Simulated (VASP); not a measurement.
Co, 1 atom in the cell. Symmetry: P6/mmm, No. 191, hexagonal system. Conventional cell: a = 2.310 Å, b = 2.310 Å, c = 2.185 Å, α = 90.00°, β = 90.00°, γ = 120.00°. Co (site symmetry 6/mmm) has 8 Co at 2.18 to 2.31 Å within 2.9 Å. This isn't the form of Co at room conditions, which is hcp.

| Quantity | Value |
| --- | --- |
| Program | VASP 6.6.1 |
| Task | relaxation of shape and atoms at fixed volume |
| Functional | PBE |
| Potentials or basis | VASP PAW PBE potentials, release 64 (Co) |
| Cutoff | 600 eV |
| k mesh | 18 × 18 × 17 |
| Occupations | fermi-dirac, width 0.1 eV |
| Spin | collinear spin, ferromagnetic start |
| Starting moments | [1.7] μB |
| Dipole correction | no |
| Further INCAR settings | ALGO = Normal; EDIFF = 1e-06; IBRION = 2; EDIFFG = -0.005; NSW = 50; ISIF = 4 |

Potentials or basis: VASP PAW PBE potentials, release 64 (Co).

Run with:

```bash
$ cat potpaw_PBE.64/Co/POTCAR > POTCAR
$ mpirun -np 1 vasp_std > vasp.out
```

Hardware: 1 thread of Intel(R) Xeon(R) Platinum 8375C CPU @ 2.90GHz (Ice Lake) (shared host).

Problem. How long does it take, and how much memory?

Solution. It took 110 s on 1 thread of Intel(R) Xeon(R) Platinum 8375C CPU @ 2.90GHz (Ice Lake), on a shared host, peak memory 0.18 GiB. Counts: scf iterations 33, k points 333, ion steps 6.
